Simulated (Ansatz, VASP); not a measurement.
## One calculation of Ni, two programs

```xyz
1
Lattice="-1.4062 1.4062 1.4062 1.4062 -1.4062 1.4062 1.4062 1.4062 -1.4062" Properties=species:S:1:pos:R:3 pbc="T T T"
Ni    0.0000    0.0000    0.0000
```

Alike in both runs: task relaxation of cell and atoms; functional PBE; k mesh 18 × 18 × 18; occupations fermi-dirac, width 0.08 eV; collinear spin.

|  | VASP | Ansatz |
| --- | --- | --- |
| version | VASP 6.6.1 | Ansatz 0.2.0 |
| potentials or method | VASP PAW PBE potentials, release 64 (Ni) | PAW with Ansatz's default frozen-core files, scalar-relativistic |
| plane-wave cutoff (eV) | 600 | 420 |
| valence electrons in the cell | 10 | 18 |

```csv
,VASP,Ansatz,Ansatz less VASP
net moment per atom (μB),0.55,0.56,+0.009
size of the moment on the site where the two differ most (μB),0.56,0.59,+0.031
relaxed volume (Å³/atom),10.99,11.00,+0.012
relaxed length of the cell vector where the two differ most in proportion (Å),2.426,2.426,+0.0009
```

Site moments also hang on the region over which each program counts them. VASP's potentials hold 10 valence electrons a cell and Ansatz's 18, so a difference there can come from the potentials and not from the codes.
